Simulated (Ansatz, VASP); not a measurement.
# AgBr in VASP and in Ansatz

File INCAR:

```
SYSTEM = AgBr
PREC     = Accurate       ! precision mode
ENCUT    = 500            ! plane-wave cutoff, eV
EDIFF    = 1E-6           ! SCF threshold, eV
ISMEAR   = -1             ! smearing method
SIGMA    = 0.01           ! smearing width, eV
LREAL    = .FALSE.        ! projectors in reciprocal space
LASPH    = .TRUE.         ! aspherical terms in the spheres
NELM     = 200            ! most SCF steps
ALGO     = Normal         ! electronic algorithm
ISIF     = 2              ! what is computed and relaxed
LWAVE    = .FALSE.        ! write WAVECAR
LCHARG   = .TRUE.         ! write CHGCAR
MAGMOM   = 0 0 0 0 0 0    ! initial moments
LORBIT   = 11             ! projections on sites
LSORBIT  = .TRUE.         ! spin-orbit coupling
GGA_COMPAT= .FALSE.      
LORBMOM  = .TRUE.       
LMAXMIX  = 4              ! l up to which the mixer works
GGA      = PS             ! functional
LVHAR    = .TRUE.       
NBANDS   = 30             ! bands
```

File KPOINTS:

```
Automatic mesh
0
G
  6 6 6
  0 0 0
```

Contents of POSCAR:

```
AgBr
1.0
    0.0000000000      2.8235010529      2.8235010529
    2.8235010529      0.0000000000      2.8235010529
    2.8235010529      2.8235010529      0.0000000000
Ag Br
1 1
Direct
    0.0000000000      0.0000000000      0.0000000000
    0.5000000000      0.5000000000      0.5000000000
```

Input for Ansatz:

```yaml
crystal:
  lattice:
    - [0.0, 2.8235010529, 2.8235010529]
    - [2.8235010529, 0.0, 2.8235010529]
    - [2.8235010529, 2.8235010529, 0.0]
  atoms:
    - { symbol: Ag, position: [0.0, 0.0, 0.0] }
    - { symbol: Br, position: [0.5, 0.5, 0.5] }
kpoints:
  mp_grid: { grid: [6, 6, 6] }
scf:
  occupations: { method: fermi_dirac, width: 0.01 }
  convergence: { dr2_threshold: 1.0e-10 }
hamiltonian:
  xc: pbesol
  pseudopotentials: { kind: all_electron, lapw: { basis_error: 0.0005 } }
magnetization:
  noncollinear: true
  spin_orbit: true
output:
  forces: true
  stress: true
  eigenstates:
    kpoints:
      - [0.0, 0.0, 0.0]
      - [0.0, -0.5, 0.0]
      - [-0.5, 0.0, 0.0]
      - [0.0, 0.0, -0.5]
      - [-0.5, -0.5, -0.5]
      - [-0.5, 0.0, -0.5]
      - [0.0, -0.5, -0.5]
      - [-0.5, -0.5, 0.0]
  eigenvalues: true
```

Alike in both runs: task single point; functional PBEsol; k mesh 6 × 6 × 6; occupations fermi-dirac, width 0.01 eV; non-collinear spin, spin-orbit coupling.

```csv
,VASP,Ansatz
version,VASP 6.6.1,Ansatz 0.2.0
potentials or method,"VASP PAW PBE potentials, release 64 (Ag, Br), cutoff 500 eV",all-electron LAPW
```

```csv
,VASP,Ansatz,Ansatz less VASP
pressure (GPa),0.8,0.8,+0.02
net moment per atom (μB),0.00,0.00,0.000
```

VASP's potentials were made for PBE, not for PBEsol. Ansatz ran all-electron here, and VASP with PAW potentials.
